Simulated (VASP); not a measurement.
# MgS (pbe): single point with PBE

MgS (pbe):

```xyz
2
Lattice="-0.0265 2.6148 2.6148 2.6148 -0.0265 2.6148 2.6148 2.6148 -0.0265" Properties=species:S:1:pos:R:3 pbc="T T T"
Mg    0.0000    0.0000    0.0000
S     2.6015    2.6015    2.6015
```

This cell differs from its parent crystal: strained cell.

```yaml
Program: VASP 6.6.1
Task: single point
Functional: PBE
Potentials_or_basis: VASP PAW PBE potentials, release 64 (Mg, S)
Cutoff: 600 eV
k_mesh: 6 × 6 × 6
Occupations: gaussian, width 0.02 eV
Spin: no spin polarisation
Dipole_correction: no
Further_INCAR_settings: ALGO = Normal; EDIFF = 1e-06; NBANDS = 11
```

* Pressure: -1.3 GPa
* Band gap on the k mesh: 2.62 eV, indirect (least direct gap 3.38 eV)

Stress tensor (GPa, compression positive):
```
-1.32  0.53  0.53
 0.53 -1.32  0.53
 0.53  0.53 -1.32
```

Levels at points of the mesh, in eV from the valence-band top:
```tsv
k point	band 2	band 3	band 4	band 5	band 6	band 7
(0.00, 0.00, 0.00)	-0.13	-0.13	0.00	3.38	7.80	7.80
(0.50, 0.00, 0.00)	-4.78	-0.66	-0.58	4.45	6.76	6.89
(0.50, 0.50, 0.00)	-4.13	-1.76	-1.64	2.62	4.40	11.60
(0.50, 0.50, 0.50)	-4.71	-0.71	-0.71	4.31	6.67	6.67
```

Run time: 32 s on 1 thread of Intel Xeon 8259CL, with other jobs on the host, peak memory 0.17 GiB.

Caveat: the cell differs from its parent crystal (strained cell). A k mesh can miss the band edges.
